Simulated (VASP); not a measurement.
Runs of VASP 6.6.1 on ZnS. The structure is that of space group F-43m (No. 216), or close to it. The cells are those of the table. 

| cell | gap on the mesh (eV) | pressure (GPa) |
| --- | --- | --- |
| a = 3.851, b = 3.851, c = 3.733 Å, angles 61.0, 61.0, 58.0°, 2 atoms | 2.07 | 2.4 |
| a = 3.907 Å, angles 60.0°, 2 atoms | (a) | -2.7 |
| a = 3.792, b = 3.792, c = 3.733 Å, angles 60.5, 60.5, 59.0°, 2 atoms | 2.25 | 5.0 |
| a = 3.762, b = 3.762, c = 3.791 Å, angles 59.7, 59.7, 60.5°, 2 atoms | 2.25 | 5.0 |
| a = 3.792, b = 3.792, c = 3.849 Å, angles 59.5, 59.5, 61.0°, 2 atoms | 2.08 | 2.4 |

Alike in all rows: task single point; level PBE; potentials or basis VASP PAW PBE potentials, release 64 (Zn, S); no spin polarisation; k mesh 8 × 8 × 8; cutoff (eV) 520; smearing gaussian 0.05 eV.

Q: Estimate the missing entries.

A: (a) 1.83.

